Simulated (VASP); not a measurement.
Wanted: the native input for a VASP 6.6.1 run.

| Quantity | Value |
| --- | --- |
| Task | single point |
| Functional | PBEsol |
| Potentials or basis | VASP PAW PBE potentials, release 64 (Hf_pv) |
| Cutoff | 520 eV |
| k mesh | 12 × 12 × 8 |
| Occupations | fermi-dirac, width 0.08 eV |
| Spin | no spin polarisation |
| Dipole correction | no |
| Further INCAR settings | ALGO = Normal; EDIFF = 1e-07; NBANDS = 17 |

The structure of Hf lies in POSCAR:

```
Hf
1.0
    3.1577638946      0.0000000000      0.0000000000
   -1.5788819473      2.7347037519      0.0000000000
    0.0000000000      0.0000000000      5.0051809954
Hf
2
Direct
    0.3333333333      0.6666666667      0.2500000000
    0.6666666667      0.3333333333      0.7500000000
```

The input as run:

INCAR

```
SYSTEM = Hf
ALGO = Normal
EDIFF = 1E-7
ENCUT = 520
GGA = PS
ISIF = 2
ISMEAR = -1
LASPH = .TRUE.
LCHARG = .FALSE.
LREAL = .FALSE.
LWAVE = .FALSE.
NBANDS = 17
NELM = 80
PREC = Accurate
SIGMA = 0.08
```

KPOINTS

```
k-points
0
G
  12 12 8
  0 0 0
```

Potentials or basis: VASP PAW PBE potentials, release 64 (Hf_pv).

Launch:

```bash
$ cat potpaw_PBE.64/Hf_pv/POTCAR > POTCAR
$ mpirun -np 1 vasp_std > vasp.out
```

It gave:

```json
{
  "Pressure": "-0.4 GPa",
  "Band gap on the k mesh": "zero (band 10 reaches 6.18 eV, above the bottom of band 11 at 4.76 eV)"
}
```

Caveat: the PAW data sets were made with another functional, which shifts forces and pressure a little; spin-orbit coupling is left out, which moves the levels of the heavy elements.

Wall time 28 s on 1 thread of Intel(R) Xeon(R) Platinum 8488C (Sapphire Rapids), on a shared host, peak memory 0.2 GiB.
